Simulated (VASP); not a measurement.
# Ag in VASP: single point with PBE

Aim: the single point of Ag with PBE.

Program: VASP 6.6.1. These are calculated values, not measurements. Logs are shortened: lines on timing, memory, paths and dates and some standing lists are left out, and cuts for length are marked.

## Step 1: The cell of the first run

The cell holds a sublattice, 1 atom: a = 6.490 Å, b = 6.490 Å, c = 6.490 Å, α = 60.00°, β = 60.00°, γ = 60.00°.

## Step 2: Single point, PBE

INCAR reads:

```
SYSTEM = Ag
PREC = Accurate
ENCUT = 400
EDIFF = 1E-6
ISMEAR = 0
SIGMA = 0.1
LREAL = .FALSE.
LASPH = .TRUE.
NELM = 120
ALGO = Normal
ISIF = 2
LWAVE = .FALSE.
LCHARG = .FALSE.
GGA = PE
NBANDS = 12
GGA_COMPAT = .FALSE.
```

KPOINTS reads:

```
Automatic mesh
0
G
  6 6 6
  0 0 0
```

POSCAR reads:

```
Ag
1.0
    0.0000000000      4.5892488263      4.5892488263
    4.5892488263      0.0000000000      4.5892488263
    4.5892488263      4.5892488263      0.0000000000
Ag
1
Direct
    0.5000000000      0.5000000000      0.5000000000
```

Potentials or basis: VASP PAW PBE potentials, release 64 (Ag).

Command:

```console
cat potpaw_PBE.64/Ag/POTCAR > POTCAR
mpirun -np 1 vasp_std > vasp.out
```

OUTCAR:

```text
SYSTEM = Ag
   PREC = Accurate
   ENCUT = 400
   EDIFF = 1E-6
   ISMEAR = 0
   LREAL = .FALSE.
   LASPH = .TRUE.
   NELM = 120
   ISIF = 2
   GGA = PE

 ion  position               nearest neighbor table
   1  0.500  0.500  0.500-

  LATTYP: Found a face centered cubic cell.
 ALAT       =     9.1784976526

  Lattice vectors:

 A1 = (   0.0000000000,   4.5892488263,   4.5892488263)
 A2 = (   4.5892488263,   0.0000000000,   4.5892488263)
 A3 = (   4.5892488263,   4.5892488263,   0.0000000000)

Analysis of symmetry for initial positions (statically):
=====================================================================
 Subroutine PRICEL returns:
 Original cell was already a primitive cell.

 Routine SETGRP: Setting up the symmetry group for a
 face centered cubic supercell.

 Subroutine GETGRP returns: Found 48 space group operations
 (whereof 48 operations were pure point group operations)
 out of a pool of 48 trial point group operations.

The static configuration has the point symmetry O_h .

Analysis of symmetry for dynamics (positions and initial velocities):
=====================================================================
 Subroutine PRICEL returns:
 Original cell was already a primitive cell.

 Routine SETGRP: Setting up the symmetry group for a
 face centered cubic supercell.

 Subroutine GETGRP returns: Found 48 space group operations
 (whereof 48 operations were pure point group operations)
 out of a pool of 48 trial point group operations.

The dynamic configuration has the point symmetry O_h .

 Subroutine INISYM returns: Found 48 space group operations
 (whereof 48 operations are pure point group operations),
 and found     1 'primitive' translations

----------------------------------------------------------------------------------------

                                     Primitive cell

  volume of cell :     193.3102

  direct lattice vectors                    reciprocal lattice vectors
     0.000000000  4.589248826  4.589248826    -0.108950292  0.108950292  0.108950292
     4.589248826  0.000000000  4.589248826     0.108950292 -0.108950292  0.108950292
     4.589248826  4.589248826  0.000000000     0.108950292  0.108950292 -0.108950292

  length of vectors
     6.490177931  6.490177931  6.490177931     0.188707441  0.188707441  0.188707441

  position of ions in fractional coordinates (direct lattice)
     0.500000000  0.500000000  0.500000000

  ion indices of the primitive-cell ions
   primitive index   ion index
                 1           1

----------------------------------------------------------------------------------------

 KPOINTS: Automatic mesh

Automatic generation of k-mesh.
 Grid dimensions read from file:
 generate k-points for:    6    6    6

 Generating k-lattice:

  Cartesian coordinates                     Fractional coordinates (reciprocal lattice)
    -0.018158382  0.018158382  0.018158382     0.166666667  0.000000000  0.000000000
     0.018158382 -0.018158382  0.018158382     0.000000000  0.166666667  0.000000000
     0.018158382  0.018158382 -0.018158382     0.000000000  0.000000000  0.166666667

  Length of vectors
     0.031451240  0.031451240  0.031451240

  Shift w.r.t. Gamma in fractional coordinates (k-lattice)
     0.000000000  0.000000000  0.000000000

 Subroutine IBZKPT returns following result:
 ===========================================

 Found     16 irreducible k-points:

 Following reciprocal coordinates:
            Coordinates               Weight
  0.000000  0.000000  0.000000      1.000000
  0.166667  0.000000  0.000000      8.000000
  0.333333  0.000000  0.000000      8.000000
  0.500000  0.000000  0.000000      4.000000
  0.166667  0.166667  0.000000      6.000000
  0.333333  0.166667  0.000000     24.000000
[... 8 lines left out ...]
 -0.333333  0.333333  0.166667     24.000000
 -0.333333  0.500000  0.166667     12.000000
   k-points           NKPTS =     16   k-points in BZ     NKDIM =     16   number of bands    NBANDS=     12
   number of dos      NEDOS =    301   number of ions     NIONS =      1
   total plane-waves  NPLWV =  74088
   dimension x,y,z NGX =    42 NGY =   42 NGZ =   42
   dimension x,y,z NGXF=    84 NGYF=   84 NGZF=   84
   ions per type =               1
   NGX,Y,Z   is equivalent  to a cutoff of  10.76, 10.76, 10.76 a.u.
   NGXF,Y,Z  is equivalent  to a cutoff of  21.52, 21.52, 21.52 a.u.
 SYSTEM =  Ag
   PREC   = accura    normal or accurate (medium, high low for compatibility)
   ISTART =      0    job   : 0-new  1-cont  2-samecut
   ICHARG =      2    charge: 1-file 2-atom 10-const
   ISPIN  =      1    spin polarized calculation?
   LNONCOLLINEAR =      F non collinear calculations
   LSORBIT =      F    spin-orbit coupling
   LASPH  =      T    aspherical Exc in radial PAW
   ENCUT  =  400.0 eV  29.40 Ry    5.42 a.u.  10.58 10.58 10.58*2*pi/ulx,y,z
   NELM   =    120;   NELMIN=  2; NELMDL= -5     # of ELM steps
   EDIFF  = 0.1E-05   stopping-criterion for ELM
   LREAL  =      F    real-space projection
   EDIFFG = 0.1E-04   stopping-criterion for IOM
   NSW    =      0    number of steps for IOM
   IBRION =     -1    ionic relax: 0-MD 1-quasi-New 2-CG
   NFREE  =      0    steps in history (QN), initial steepest desc. (CG)
   ISIF   =      2    stress and relaxation
   ISYM   =      2    0-nonsym 1-usesym 2-fastsym
   POTIM  = 0.5000    time-step for ionic-motion
   TEBEG  =    0.0;   TEEND  =   0.0 temperature during run
   PSTRESS=    0.0 pullay stress
   NELECT =      11.0000    total number of electrons
   NUPDOWN=      -1.0000    fix difference up-down
   EMIN   =  10.00;   EMAX   =-10.00  energy-range for DOS
   EFERMI =   0.00;   METHOD = LEGACY
   ISMEAR =     0;   SIGMA  =   0.10  broadening in eV -4-tet -1-fermi 0-gaus
   EFERMI_NEDOS =   21; number of points for ismear=-14 and -15
   IALGO  =     38    algorithm
   IMIX   =      4    mixing-type and parameters
     AMIX     =   0.40;   BMIX     =  1.00
     AMIX_MAG =   1.60;   BMIX_MAG =  1.00
  volume/ion in A,a.u.               =     193.31      1304.52
  Fermi-wavevector in a.u.,A,eV,Ry     =   0.629681  1.189925  5.394690  0.396499
  Thomas-Fermi vector in A             =   1.692054
   LORBIT       =      0    0 simple, 1 ext, 2 COOP (PROOUT), +10 PAW based schemes
   GGA     = PE    functional components
   LHFCALC =     F    Hartree Fock is set to
   AEXX    =    0.0000 exact exchange contribution
   IVDW    =     0    specifies the selected vdW correction
   LEPSILON=     F    determine dielectric tensor
   LRPA    =     F    only Hartree local field effects (RPA)
 non-spin polarized calculation
 Gauss-broadening in eV      SIGMA  =   0.10
  energy-cutoff  :      400.00
  volume of cell :      193.31
 maximum number of plane-waves:      3539
   NGX = 21   NGY = 21   NGZ = 21

 number of electron      10.9999992 magnetization

 Free energy of the ion-electron system (eV)
  ---------------------------------------------------
  ext. energy  EPLUGINS =         0.00000000
  ---------------------------------------------------
  free energy    TOTEN  =        -0.12408276 eV

  energy without entropy =       -0.09156704  energy(sigma->0) =       -0.10782490

 E-fermi :  -3.2477     XC(G=0):  -3.1370

 val. band max:       -3.2568517950   @ k =   0.5000   0.0000   0.0000
 cond. band min:      -3.2399972642   @ k =   0.5000   0.3333   0.1667
 fundamental gap:      0.0168545308
 Fermi energy:        -3.2477356242

 k-point     1 :       0.0000    0.0000    0.0000
  band No.  band energies     occupation
      1      -6.3300      2.00000
      2      -6.3300      2.00000
      3      -6.3300      2.00000
      4      -6.3271      2.00000
      5      -6.3271      2.00000
      6      -3.6156      2.00000
      7       1.6161      0.00000
      8       1.6161      0.00000
      9       1.6161      0.00000
     10       1.8641      0.00000
     11       4.1670      0.00000
     12       4.1670      0.00000

 k-point     2 :       0.1667    0.0000    0.0000
  band No.  band energies     occupation
      1      -6.3298      2.00000
      2      -6.3293      2.00000
      3      -6.3293      2.00000
      4      -6.3270      2.00000
      5      -6.3270      2.00000
      6      -3.5397      1.99996
      7       0.7240      0.00000
      8       1.5445      0.00000
      9       1.5445      0.00000
     10       2.5259      0.00000
     11       3.8451      0.00000
     12       4.2949      0.00000

 k-point     3 :       0.3333    0.0000    0.0000
  band No.  band energies     occupation
      1      -6.3294      2.00000
      2      -6.3294      2.00000
      3      -6.3294      2.00000
      4      -6.3252      2.00000
      5      -6.3252      2.00000
      6      -3.3631      1.89713
      7      -0.0947      0.00000
      8       1.4244      0.00000
      9       1.4244      0.00000
     10       2.5363      0.00000
     11       4.0348      0.00000
     12       4.0348      0.00000
[... 166 lines left out ...]
 k-point    15 :      -0.3333    0.3333    0.1667
  band No.  band energies     occupation
      1      -6.3296      2.00000
      2      -6.3286      2.00000
      3      -6.3267      2.00000
      4      -6.3262      2.00000
      5      -6.3240      2.00000
      6      -3.1670      0.25340
      7      -0.0922      0.00000
      8       0.3708      0.00000
      9       0.8823      0.00000
     10       3.1148      0.00000
     11       3.5134      0.00000
     12       4.3961      0.00000

 k-point    16 :      -0.3333    0.5000    0.1667
  band No.  band energies     occupation
      1      -6.3305      2.00000
      2      -6.3295      2.00000
      3      -6.3257      2.00000
      4      -6.3253      2.00000
      5      -6.3232      2.00000
      6      -3.1354      0.11215
      7      -0.0476      0.00000
      8       0.4383      0.00000
      9       0.6101      0.00000
     10       2.7576      0.00000
     11       3.3897      0.00000
     12       4.5775      0.00000

------------------------ aborting loop because EDIFF is reached ----------------------------------------

  FORCE on cell =-STRESS in cart. coord.  units (eV):
  Direction    XX          YY          ZZ          XY          YZ          ZX
  --------------------------------------------------------------------------------------
  -------------------------------------------------------------------------------------
  Total       -0.2390284     -0.2390284     -0.2390284      0.0000000     -0.0000000      0.0000000
  in kB       -1.9810947     -1.9810947     -1.9810947      0.0000000     -0.0000000      0.0000000
  external PRESSURE =      -1.9810947 kB  Pullay stress =       0.0000000 kB

 VOLUME and BASIS-vectors are now :
 -----------------------------------------------------------------------------
  energy-cutoff  :      400.00
  volume of cell :      193.31
      direct lattice vectors                 reciprocal lattice vectors
     0.000000000  4.589248826  4.589248826    -0.108950292  0.108950292  0.108950292
     4.589248826  0.000000000  4.589248826     0.108950292 -0.108950292  0.108950292
     4.589248826  4.589248826  0.000000000     0.108950292  0.108950292 -0.108950292

 POSITION                                       TOTAL-FORCE (eV/Angst)
 -----------------------------------------------------------------------------------
      4.58925      4.58925      4.58925         0.000000      0.000000      0.000000
 -----------------------------------------------------------------------------------
    total drift:                               -0.000000     -0.000000      0.000000

  FREE ENERGIE OF THE ION-ELECTRON SYSTEM (eV)
  ---------------------------------------------------
  free  energy   TOTEN  =        -0.1240827603 eV

  energy  without entropy=       -0.0915670375  energy(sigma->0) =       -0.10782490
```

It took 40 s on 1 thread of Intel Xeon 8259CL, shared host; peak memory 0.24 GiB.

What came out:

```
Free energy : -0.1241 eV
Pressure    : -0.2 GPa
```
